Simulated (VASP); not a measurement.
Wanted: the native input for a VASP 6.6.1 run.

```
Task                   : single point
Functional             : PBE
Dispersion             : D3(BJ)
Potentials or basis    : VASP PAW PBE potentials, release 64 (Hf_pv, S)
Cutoff                 : 400 eV
k mesh                 : 2 × 2 × 2, shifted
Occupations            : gaussian, width 0.01 eV
Spin                   : no spin polarisation
Dipole correction      : no
Further INCAR settings : LREAL = Auto; ALGO = Normal; EDIFF = 1e-06; NBANDS = 208
```

The structure of Hf17S31 (a cell with a defect) lies in POSCAR:

```
Hf17S31
1.0
   -1.8029314157      9.3683064435     -5.7703876582
    1.8029314157     -9.3683064435     -5.7703876582
   -9.0146570783     -3.1227688145      5.7703876582
Hf S
17 31
Direct
    0.2428441160      0.6212047889      0.8716393270
    0.4986464925      0.5018017354      0.0002534499
    0.2466678522      0.3735469785      0.6255300362
   -0.0027282871      0.7473136316      0.7499538116
    0.4937698148      0.2439859071      0.7584853729
    0.7496316523      0.1233885832      0.8762430692
   -0.0013970669      0.9987766164     -0.0032590600
    0.4986464925      0.7483930426      0.2468447572
    0.7510995084      0.6282254610      0.3728740474
    0.2326011697      0.1125091145      0.3700920552
   -0.0027282871      0.4973179013      0.4999580813
    0.4937698148      0.9852844419      0.4997839077
    0.7502334495      0.8739490059      0.6254745904
    0.7502334495      0.3747588591      0.1262844437
    0.2466678522      0.8711378160      0.1231208737
   -0.0013970669      0.2518619932      0.2498263167
    0.6717039299      0.3821082520      0.5395956779
    0.7887112199      0.1250284174      0.6644398660
    0.5420529439      0.0037583847      0.2971606178
    0.2948820683      0.3704946608      0.4181893955
    0.7932523777      0.8766133280      0.4176927945
    0.0403273262      0.7476079737      0.5427193526
    0.2908943876      0.6238685921      0.6664476139
    0.7887112199      0.3742713540      0.9136828025
    0.0421435408      0.2508114262      0.0413321146
    0.5400482818      0.7508642304      0.0391840514
    0.2948820683      0.1266926729      0.1743874075
    0.7932523777      0.6255595832      0.1666390497
    0.0439636686      0.5015696052      0.2930144348
    0.0439636686      0.0009492338      0.7923940634
    0.5420529439      0.4948923262      0.7882945592
    0.2908943876      0.8744467736      0.9170257955
    0.9461115567      0.4858954400      0.7102161167
    0.2059496111      0.3708206891      0.8336079315
    0.9542817018      0.2453782773      0.4574339103
    0.6952181468      0.6159043609      0.5817348624
    0.2061702505      0.1207888780      0.5840719034
    0.4546621208      0.9964240856      0.7082380352
    0.7060362076      0.8716605149      0.8338536458
    0.2059496111      0.6223416796      0.0851289220
    0.4556755071      0.4978161266      0.2078593805
    0.9519706278      0.9956687738      0.2063018541
    0.6952181468      0.3634832844      0.3293137859
    0.2061702505      0.8720983471      0.3353813725
    0.4539854922      0.7434682043      0.4577571977
    0.4539854922      0.2462282945      0.9605172878
    0.9542817018      0.7468477915      0.9589034245
    0.7060362076      0.1221825618      0.0843756927
```

One way to write it, as run:

INCAR

```
PREC = Accurate
ENCUT = 400
EDIFF = 1E-6
ISMEAR = 0
SIGMA = 0.01
LREAL = Auto
LASPH = True
NELM = 120
ALGO = Normal
ISIF = 2
LWAVE = False
LCHARG = False
GGA = PE
IVDW = 12
NBANDS = 208
GGA_COMPAT = False
```

KPOINTS

```
Automatic mesh
0
Gamma
  2 2 2
  0.5 0.5 0.5
```

Potentials or basis: VASP PAW PBE potentials, release 64 (Hf_pv, S).

Command:

```bash
$ cat potpaw_PBE.64/Hf_pv/POTCAR potpaw_PBE.64/S/POTCAR > POTCAR
$ mpirun -np 1 vasp_std > vasp.out
```

It gave:

The pressure is -1.8 GPa, the largest force is 0.078 eV/Å and the band gap on the k mesh is zero (bands 178 and 179 overlap by 0.12 eV). The dispersion energy per atom is -0.345 eV.

Caveat: spin-orbit coupling is left out, which moves the levels of the heavy elements.

Run time: 28 min on 1 thread of Intel(R) Xeon(R) Platinum 8375C CPU @ 2.90GHz (Ice Lake), on a shared host, peak memory 1.1 GiB.
